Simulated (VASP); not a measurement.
# Rh (Immm) in VASP: a series of runs, part 2 of 2

VASP 6.6.1. Earlier steps stand in the parts before.

### Step 6. Single point, LDA

This run uses another cell than the first one, of 13.19 Å³/atom.

The input, INCAR:

```
ALGO = Fast
EDIFF = 1E-6
ENCUT = 520
GGA = CA
ISIF = 2
ISMEAR = 0
LASPH = True
LCHARG = True
LELF = True
LREAL = False
LVHAR = True
LWAVE = False
NBANDS = 14
NELM = 80
PREC = Accurate
SIGMA = 0.15
```

The input, KPOINTS:

```
k-points
0
Gamma
  20 20 20
```

The input, POSCAR:

```
Rh
1.0
   -0.0938517631      1.8770352617      1.8770352617
    1.8770352617     -0.0938517631      1.8770352617
    1.7831834986      1.7831834986      0.0000000000
Rh
1
Direct
    0.0000000000      0.0000000000      0.0000000000
```

Potentials or basis: VASP PAW LDA potentials, release 64 (Rh_pv).

Started as:

```sh
cat potpaw_LDA.64/Rh_pv/POTCAR > POTCAR
mpirun -np 1 vasp_std > vasp.out
```

OUTCAR:

```text
EDIFF = 1E-6
   ENCUT = 520
   GGA = CA
   ISIF = 2
   ISMEAR = 0
   LASPH = True
   LREAL = False
   NELM = 80
   PREC = Accurate

 ion  position               nearest neighbor table
   1  0.000  0.000  0.000-

  LATTYP: Found a body centered orthorhombic cell.
 ALAT       =     2.5218022879
 B/A-ratio  =     1.1052631579
 C/A-ratio  =     1.4886458551

  Lattice vectors:

 A1 = (   0.0938517631,  -1.8770352617,  -1.8770352617)
 A2 = (  -0.0938517631,   1.8770352617,  -1.8770352617)
 A3 = (   1.8770352617,  -0.0938517631,   1.8770352617)

Analysis of symmetry for initial positions (statically):
=====================================================================
 Subroutine PRICEL returns:
 Original cell was already a primitive cell.

 Routine SETGRP: Setting up the symmetry group for a
 body centered orthorhombic supercell.

 Subroutine GETGRP returns: Found  8 space group operations
 (whereof  8 operations were pure point group operations)
 out of a pool of  8 trial point group operations.

The static configuration has the point symmetry D_2h.

[... 170 lines left out ...]
      3     -33.7005      2.00000
      4       4.1651      2.00000
      5       8.5676      2.00000
      6       8.8824      2.00000
      7       9.8792      2.00000
      8      11.5442      2.00000
      9      11.6040      2.00000
     10      28.2944      0.00000
     11      32.5389      0.00000
     12      32.7574      0.00000
     13      34.1869      0.00000
     14      35.8094      0.00000
[... 377 lines left out ...]
      1     -34.3818      2.00000
      2     -33.8097      2.00000
      3     -33.7896      2.00000
      4       6.1219      2.00000
      5       8.6717      2.00000
      6      10.0021      2.00000
      7      10.5106      2.00000
      8      12.6074      0.18723
      9      12.6860      0.03941
     10      23.4180      0.00000
     11      29.1157      0.00000
     12      32.7580      0.00000
     13      34.3702      0.00000
     14      37.6787      0.00000

 [... further k-points ...]

------------------------ aborting loop because EDIFF is reached ----------------------------------------

  FORCE on cell =-STRESS in cart. coord.  units (eV):
  Direction    XX          YY          ZZ          XY          YZ          ZX
  --------------------------------------------------------------------------------------
  -------------------------------------------------------------------------------------
  Total        0.5634902      0.5634902      0.0603060      1.8393950      0.0000000      0.0000000
  in kB       68.4284535     68.4284535      7.3233702    223.3702804      0.0000000      0.0000000
  external PRESSURE =      48.0600924 kB  Pullay stress =       0.0000000 kB

 VOLUME and BASIS-vectors are now :
 -----------------------------------------------------------------------------
  energy-cutoff  :      520.00
  volume of cell :       13.19
      direct lattice vectors                 reciprocal lattice vectors
    -0.093851763  1.877035262  1.877035262    -0.253692877  0.253692877  0.266377521
     1.877035262 -0.093851763  1.877035262     0.253692877 -0.253692877  0.266377521
     1.783183499  1.783183499  0.000000000     0.280397391  0.280397391 -0.266377521

 POSITION                                       TOTAL-FORCE (eV/Angst)
 -----------------------------------------------------------------------------------
      0.00000      0.00000      0.00000         0.000000      0.000000      0.000000
 -----------------------------------------------------------------------------------
    total drift:                               -0.000000     -0.000000     -0.000000

  FREE ENERGIE OF THE ION-ELECTRON SYSTEM (eV)
  ---------------------------------------------------
  free  energy   TOTEN  =        -8.5974635903 eV

  energy  without entropy=       -8.5830182550  energy(sigma->0) =       -8.59024092
```

stdout:

```text
POSCAR found type information on POSCAR Rh
 POSCAR found :  1 types and       1 ions
 scaLAPACK will be used
 LDA part: xc-table for (Slater(with rela. corr.)+CA(PZ))
 , standard interpolation
 POSCAR, INCAR and KPOINTS ok, starting setup
 FFT: planning ... GRIDC
 FFT: planning ... GRID_SOFT
 FFT: planning ... GRID
 WAVECAR not read
 entering main loop
WARNING in EDDRMM: call to ZHEGV failed, returncode =   6  3     12
WARNING in EDDRMM: call to ZHEGV failed, returncode =   8  4     12
WARNING in EDDRMM: call to ZHEGV failed, returncode =   8  4     12
```

Wall time 4.3 min (1 thread of AMD EPYC 7R43 (Zen 3), shared host); peak memory 0.25 GiB.

What came out:

```
Free energy            : -8.5975 eV
Pressure               : 4.8 GPa
Band gap on the k mesh : zero (an odd number of electrons rules out a gap without spin polarisation)
```

Caveat: the stress differs along the axes, from 1 to 7 GPa.

### Step 7. Summary

| cell | further INCAR settings | gap on the mesh (eV) | pressure (GPa) |
| --- | --- | --- | --- |
| a = 2.644, b = 2.644, c = 2.354 Å, angles 63.6, 63.6, 66.1°, 1 atom | ALGO = Fast; EDIFF = 1e-06; NBANDS = 14 | none | 29.0 |
| a = 2.639, b = 2.639, c = 2.486 Å, angles 61.9, 61.9, 62.9°, 1 atom | ALGO = Fast; EDIFF = 1e-06; NBANDS = 14 | none | 14.6 |
| a = 2.669, b = 2.669, c = 2.256 Å, angles 65.0, 65.0, 69.8°, 1 atom | ALGO = Fast; EDIFF = 1e-07; NBANDS = 14 | none | 39.2 |
| a = 2.661, b = 2.661, c = 2.389 Å, angles 63.3, 63.3, 66.5°, 1 atom | ALGO = Fast; EDIFF = 1e-06; NBANDS = 14 | none | 17.2 |
| a = 2.656, b = 2.656, c = 2.522 Å, angles 61.7, 61.7, 63.3°, 1 atom | ALGO = Fast; EDIFF = 1e-06; NBANDS = 14 | none | 4.8 |

Alike in all rows: task single point; level LDA; potentials or basis VASP PAW LDA potentials, release 64 (Rh_pv); no spin polarisation; k mesh 20 × 20 × 20; cutoff (eV) 520; smearing gaussian 0.15 eV.

Caveats: the stress differs along the axes, from 8 to 39 GPa (at least some runs); the stress differs along the axes, from 8 to 18 GPa (at least some runs); the stress differs along the axes, from 4 to 57 GPa (at least some runs); the stress differs along the axes, from 0 to 26 GPa (at least some runs); the stress differs along the axes, from 1 to 7 GPa (at least some runs).

Absolute energies hang on the potentials; compare differences alone.
